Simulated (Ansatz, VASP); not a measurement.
## Two plane-wave programs on MgO

The input INCAR:

```
  ALGO = Normal
  EDIFF = 1E-6
  ENCUT = 520
  GGA = PE
  ISIF = 2
  ISMEAR = 0
  LASPH = True
  LCHARG = False
  LREAL = False
  LWAVE = False
  NBANDS = 26
  NELM = 60
  PREC = Accurate
  SIGMA = 0.05
```

KPOINTS

```
k-points
0
Gamma
  6 6 6
```

File POSCAR:

```
MgO
1.0
    1.4688622380      2.5441440255      2.6797873418
   -1.4688622380     -2.5441440255      2.6797873418
    4.4065867139     -2.5441440255      0.0000000000
Mg O
4 4
Direct
    0.5884383894      0.4115616106     -0.0589589263
    0.2500000000      0.7500000000      0.5000000000
    0.7500000000      0.2500000000      0.5000000000
    0.0000000000      0.0000000000      0.0000000000
    0.7500000000      0.7500000000      0.3333333333
    0.5000000000      1.0000000000      0.8333333333
    0.0000000000      0.5000000000      0.8333333333
    0.2500000000      0.2500000000      0.3333333333
```

Input for Ansatz:

```yaml
crystal:
  lattice:
    - [1.468862238, 2.5441440255, 2.6797873418]
    - [-1.468862238, -2.5441440255, 2.6797873418]
    - [4.4065867139, -2.5441440255, 0.0]
  atoms:
    - { symbol: Mg, position: [0.5884383894, 0.4115616106, -0.0589589263] }
    - { symbol: Mg, position: [0.25, 0.75, 0.5] }
    - { symbol: Mg, position: [0.75, 0.25, 0.5] }
    - { symbol: Mg, position: [0.0, 0.0, 0.0] }
    - { symbol: O, position: [0.75, 0.75, 0.3333333333] }
    - { symbol: O, position: [0.5, 1.0, 0.8333333333] }
    - { symbol: O, position: [0.0, 0.5, 0.8333333333] }
    - { symbol: O, position: [0.25, 0.25, 0.3333333333] }
basis:
  ecutwfc: 420
kpoints:
  mp_grid: { grid: [6, 6, 6] }
hamiltonian:
  xc: pbe
scf:
  occupations: { method: gaussian, width: 0.05 }
output:
  forces: true
  stress: true
  eigenvalues: true
```

Alike in both runs: task single point; functional PBE; k mesh 6 × 6 × 6; occupations gaussian, width 0.05 eV; no spin polarisation.

|  | VASP | Ansatz |
| --- | --- | --- |
| version | VASP 6.6.1 | Ansatz 0.2.0 |
| potentials or method | VASP PAW PBE potentials, release 64 (Mg, O), cutoff 520 eV | scalar-relativistic, plane waves, PAW |
| valence electrons in the cell | 32 | 64 |

|  | VASP | Ansatz | Ansatz less VASP |
| --- | --- | --- | --- |
| gap on the k mesh at the Fermi level (eV) | 2.31 | 2.33 | +0.028 |
| least direct gap on the mesh (eV) | 2.48 | 2.51 | +0.028 |
| pressure (GPa) | 10.1 | 10.4 | +0.30 |
| traceless stress, the component that is largest in VASP (GPa) | -6.29 | -6.03 | +0.256 |
| rms of the force components (eV/Å) | 2.177 | 2.128 | -0.0489 |

Atom by atom the forces differ by 0.050 eV/Å (rms over components). VASP's potentials hold 32 valence electrons a cell and Ansatz's 64, so a difference there can come from the potentials and not from the codes.
